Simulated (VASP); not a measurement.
Input of a VASP 6.6.1 run:

The input POSCAR:

```
Ga
1.0
    2.2393310167     -3.7969541464      0.0000000000
    2.2393310167      3.7969541464      0.0000000000
    0.0000000000      0.0000000000      4.5181203431
Ga
4
Direct
    0.6559900188      0.3440099812      0.4151322058
    0.8440099812      0.1559900188      0.9151322058
    0.3440099812      0.6559900188      0.5848677942
    0.1559900188      0.8440099812      0.0848677942
```

File INCAR.step1:

```
SYSTEM = Ga
  PREC = Accurate
  ENCUT = 520
  ISMEAR = 0
  SIGMA = 0.1
  LREAL = .FALSE.
  LASPH = .TRUE.
  NELM = 80
  NBANDS = 34
  GGA = PE
  ALGO = Normal
  EDIFF = 1E-4
  LWAVE = .TRUE.
  LCHARG = .FALSE.
```

File INCAR.step2:

```
SYSTEM = Ga
  PREC = Accurate
  ENCUT = 520
  EDIFF = 1E-6
  ISMEAR = 0
  SIGMA = 0.1
  LREAL = .FALSE.
  LASPH = .TRUE.
  NELM = 80
  ALGO = Normal
  ISIF = 2
  LWAVE = .FALSE.
  LCHARG = .TRUE.
  METAGGA = R2SCAN
  LMIXTAU = .TRUE.
  LELF = .TRUE.
  LVHAR = .TRUE.
  NBANDS = 34
  ISTART = 1
```

KPOINTS

```
Automatic mesh
0
G
  12 12 10
  0 0 0
```

Potentials or basis: VASP PAW PBE potentials, release 64 (Ga_d).

Run with:

```console
$ cat potpaw_PBE.64/Ga_d/POTCAR > POTCAR
$ cp INCAR.step1 INCAR
$ mpirun -np 1 vasp_std > vasp.out
$ cp INCAR.step2 INCAR
$ mpirun -np 1 vasp_std > vasp.out
```

Task: Estimate the pressure.

Result: 0.1 GPa.

Task: Estimate the largest force.

Result: 0.008 eV/Å.

Task: Estimate the band gap on the k mesh.

Result: Zero (bands 26 and 27 overlap by 1.33 eV).

Forces in eV/Å, atoms in the order of the input:
```
Ga   0.000  0.007 -0.004
Ga   0.000 -0.007 -0.004
Ga   0.000 -0.007  0.004
Ga   0.000  0.007  0.004
```

Caveat: the PAW data sets were made with another functional, which shifts forces and pressure a little.
